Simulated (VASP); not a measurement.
NaCl, 2 atoms in the cell. Symmetry: Pm-3m, No. 221, cubic system. Conventional cell: a = 2.860 Å, b = 2.860 Å, c = 2.860 Å, α = 90.00°, β = 90.00°, γ = 90.00°. Na (site symmetry m-3m) has 8 Cl at 2.48 Å and 6 Na at 2.86 Å within 3.3 Å. Cl (site symmetry m-3m) has 8 Na at 2.48 Å and 6 Cl at 2.86 Å within 3.3 Å. 

| Item | Value |
| --- | --- |
| Program | VASP 6.6.1 |
| Task | electric field gradients |
| Functional | r2SCAN |
| Potentials or basis | VASP PAW PBE potentials, release 64 (Na_pv, Cl) |
| Cutoff | 520 eV |
| k mesh | 9 × 9 × 9, shifted |
| Occupations | fermi-dirac, width 0.03 eV |
| Spin | non-collinear spin, zero start, spin-orbit coupling |
| Starting moments | [[0.0, 0.0, 0.0], [0.0, 0.0, 0.0]] μB |
| Dipole correction | no |
| Further INCAR settings | ALGO = Normal; EDIFF = 1e-08; NBANDS = 26 |

Potentials or basis: VASP PAW PBE potentials, release 64 (Na_pv, Cl).

The run is started by

```bash
$ cat potpaw_PBE.64/Na_pv/POTCAR potpaw_PBE.64/Cl/POTCAR > POTCAR
$ cp INCAR.step1 INCAR
$ mpirun -np 1 vasp_ncl > vasp.out
$ cp INCAR.step2 INCAR
$ mpirun -np 1 vasp_ncl > vasp.out
```

Hardware: 1 thread of Intel(R) Xeon(R) Platinum 8488C (Sapphire Rapids), with other jobs on the host.

Problem. How long does it take, and how much memory?

Solution. Wall time 110 s on 1 thread of Intel(R) Xeon(R) Platinum 8488C (Sapphire Rapids), on a shared host, peak memory 0.22 GiB. Counts: k points 35.
